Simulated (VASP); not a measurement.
# KF: single point with PBEsol

KF:

```
K F
1.0
     0.00000    2.65896    2.65896
     2.65896    0.00000    2.65896
     2.65896    2.65896    0.00000
K F
1 1
Cartesian
  0.0000 0.0000 0.0000
  2.6590 2.6590 2.6590
```

* Program: VASP 6.6.1
* Task: single point
* Functional: PBEsol
* Potentials or basis: VASP PAW PBE potentials, release 64 (K_sv, F)
* Cutoff: 600 eV
* k mesh: 4 × 4 × 4
* Occupations: gaussian, width 0.01 eV
* Spin: no spin polarisation
* Dipole correction: no
* Further INCAR settings: ALGO = Normal; EDIFF = 1e-06; NBANDS = 15

```yaml
Pressure: -0.2 GPa
Band_gap_on_the_k_mesh: 6.10 eV, direct
```

Levels at points of the mesh, in eV from the valence-band top:
```csv
k point,band 6,band 7,band 8,band 9,band 10,band 11
"(0.00, 0.00, 0.00)",0.00,0.00,0.00,6.10,10.67,10.67
"(0.50, 0.00, 0.00)",-0.83,-0.37,-0.37,9.03,10.57,12.12
"(0.50, 0.50, 0.00)",-0.21,-0.05,-0.05,8.11,10.32,11.77
```

Wall time 8.3 s on 1 thread of AMD EPYC 7R43 64-Core Processor (Zen 3), with other jobs on the host, peak memory 0.13 GiB.

Caveat: the k points lie up to 0.51 Å⁻¹ apart; the PAW data sets were made with another functional, which shifts forces and pressure a little.
